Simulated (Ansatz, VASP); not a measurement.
## SiC2 in VASP and in Ansatz

```
CELL_PARAMETERS angstrom
3.24455 0.00000 0.00000
-1.62228 2.80986 0.00000
0.00000 0.00000 13.49913
ATOMIC_POSITIONS crystal
Si 0.33333 0.66667 0.50000
Si 0.66667 0.33333 0.50000
C 0.33333 0.66667 0.82438
C 0.33333 0.66667 0.17562
C 0.66667 0.33333 0.82438
C 0.66667 0.33333 0.17562
```

Alike in both runs: task relaxation of cell and atoms; functional PBE; k mesh 12 × 12 × 4; occupations gaussian, width 0.1 eV; no spin polarisation.

|  | VASP | Ansatz |
| --- | --- | --- |
| version | VASP 6.6.1 | Ansatz 0.2.0 |
| potentials or method | VASP PAW PBE potentials, release 64 (Si, C_h), cutoff 910 eV | scalar-relativistic, plane waves, PAW |
| valence electrons in the cell | 24 | 24 |

```csv
,VASP,Ansatz,Ansatz less VASP
"gap on the k mesh at the Fermi level, each at its own relaxed structure (eV)",none,none,-
relaxed volume (Å³/atom),20.43,21.03,+0.601
relaxed cell length with the largest relative difference (Å),13.597,13.978,+0.3808
```

A gap of «none» marks a metal or a gap that the smearing closes.

Noted on VASP's run: the cutoff is short for stress, so the pressure is rough.
